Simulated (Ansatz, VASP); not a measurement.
**Two plane-wave programs on Tl16ICl15**

File INCAR:

```
PREC = Accurate
ENCUT = 520
EDIFF = 1E-8
ISMEAR = -1
SIGMA = 0.01
LREAL = Auto
LASPH = True
NELM = 100
ALGO = Normal
ISIF = 2
LWAVE = False
LCHARG = False
GGA = PE
LEFG = True
NBANDS = 182
```

The input KPOINTS:

```
Automatic mesh
0
Gamma
  2 2 2
```

The input POSCAR:

```
Tl16ICl15
1.0
    0.0000000000      7.6749347600      7.6749347600
    7.6749347600      0.0000000000      7.6749347600
    7.6749347600      7.6749347600      0.0000000000
Tl I Cl
16 1 15
Direct
    0.0000000000      0.0000000000      0.0000000000
    0.5000000000      0.0000000000      0.0000000000
    0.0000000000      0.5000000000      0.0000000000
    0.0000000000      0.0000000000      0.5000000000
    0.2500000000      0.2500000000      0.2500000000
    0.5000000000      0.5000000000      0.0000000000
    0.5000000000      0.0000000000      0.5000000000
    0.7500000000      0.2500000000      0.2500000000
    0.0000000000      0.5000000000      0.5000000000
    0.2500000000      0.7500000000      0.2500000000
    0.2500000000      0.2500000000      0.7500000000
    0.5000000000      0.5000000000      0.5000000000
    0.7500000000      0.7500000000      0.2500000000
    0.7500000000      0.2500000000      0.7500000000
    0.2500000000      0.7500000000      0.7500000000
    0.7500000000      0.7500000000      0.7500000000
    0.1250000000      0.1250000000      0.1250000000
    0.6250000000      0.1250000000      0.1250000000
    0.1250000000      0.6250000000      0.1250000000
    0.1250000000      0.1250000000      0.6250000000
    0.3750000000      0.3750000000      0.3750000000
    0.6250000000      0.6250000000      0.1250000000
    0.6250000000      0.1250000000      0.6250000000
    0.8750000000      0.3750000000      0.3750000000
    0.1250000000      0.6250000000      0.6250000000
    0.3750000000      0.8750000000      0.3750000000
    0.3750000000      0.3750000000      0.8750000000
    0.6250000000      0.6250000000      0.6250000000
    0.8750000000      0.8750000000      0.3750000000
    0.8750000000      0.3750000000      0.8750000000
    0.3750000000      0.8750000000      0.8750000000
    0.8750000000      0.8750000000      0.8750000000
```

Input for Ansatz:

```yaml
crystal:
  lattice:
    - [0.0, 7.67493476, 7.67493476]
    - [7.67493476, 0.0, 7.67493476]
    - [7.67493476, 7.67493476, 0.0]
  atoms:
    - { symbol: Tl, position: [0.0, 0.0, 0.0] }
    - { symbol: Tl, position: [0.5, 0.0, 0.0] }
    - { symbol: Tl, position: [0.0, 0.5, 0.0] }
    - { symbol: Tl, position: [0.0, 0.0, 0.5] }
    - { symbol: Tl, position: [0.25, 0.25, 0.25] }
    - { symbol: Tl, position: [0.5, 0.5, 0.0] }
    - { symbol: Tl, position: [0.5, 0.0, 0.5] }
    - { symbol: Tl, position: [0.75, 0.25, 0.25] }
    - { symbol: Tl, position: [0.0, 0.5, 0.5] }
    - { symbol: Tl, position: [0.25, 0.75, 0.25] }
    - { symbol: Tl, position: [0.25, 0.25, 0.75] }
    - { symbol: Tl, position: [0.5, 0.5, 0.5] }
    - { symbol: Tl, position: [0.75, 0.75, 0.25] }
    - { symbol: Tl, position: [0.75, 0.25, 0.75] }
    - { symbol: Tl, position: [0.25, 0.75, 0.75] }
    - { symbol: Tl, position: [0.75, 0.75, 0.75] }
    - { symbol: I, position: [0.125, 0.125, 0.125] }
    - { symbol: Cl, position: [0.625, 0.125, 0.125] }
    - { symbol: Cl, position: [0.125, 0.625, 0.125] }
    - { symbol: Cl, position: [0.125, 0.125, 0.625] }
    - { symbol: Cl, position: [0.375, 0.375, 0.375] }
    - { symbol: Cl, position: [0.625, 0.625, 0.125] }
    - { symbol: Cl, position: [0.625, 0.125, 0.625] }
    - { symbol: Cl, position: [0.875, 0.375, 0.375] }
    - { symbol: Cl, position: [0.125, 0.625, 0.625] }
    - { symbol: Cl, position: [0.375, 0.875, 0.375] }
    - { symbol: Cl, position: [0.375, 0.375, 0.875] }
    - { symbol: Cl, position: [0.625, 0.625, 0.625] }
    - { symbol: Cl, position: [0.875, 0.875, 0.375] }
    - { symbol: Cl, position: [0.875, 0.375, 0.875] }
    - { symbol: Cl, position: [0.375, 0.875, 0.875] }
    - { symbol: Cl, position: [0.875, 0.875, 0.875] }
kpoints:
  mp_grid: { grid: [2, 2, 2] }
scf:
  occupations: { method: fermi_dirac, width: 0.01 }
hamiltonian:
  xc: pbe
  pseudopotentials: { kind: paw }
output:
  forces: true
  stress: true
  populations: true
  efg:
    quadrupole_moments_barn: { I: -0.68822, Cl: -0.08112 }
    contact_densities: true
```

Alike in both runs: task electric field gradients; functional PBE; k mesh 2 × 2 × 2; occupations fermi-dirac, width 0.01 eV; no spin polarisation.

|  | VASP | Ansatz |
| --- | --- | --- |
| version | VASP 6.6.1 | Ansatz 0.2.0 |
| potentials or method | VASP PAW PBE potentials, release 64 (Tl_d, I, Cl) | plane-wave PAW, scalar-relativistic |
| plane-wave cutoff (eV) | 520 | 420 |
| valence electrons in the cell | 320 | 330 |

```csv
,VASP,Ansatz,Ansatz less VASP
gap on the k mesh at the Fermi level (eV),1.92,1.91,-0.007
pressure (GPa),1.8,1.9,+0.08
rms of the force components (eV/Å),0.107,0.107,-0.0001
size of Vzz on the site where it differs most (V/Å²),56.7,54.6,-2.04
```

Atom by atom the forces differ by 0.000 eV/Å (rms over components). VASP's potentials hold 320 valence electrons a cell and Ansatz's 330, so a difference there can come from the potentials and not from the codes.

Spin-orbit coupling is off throughout.
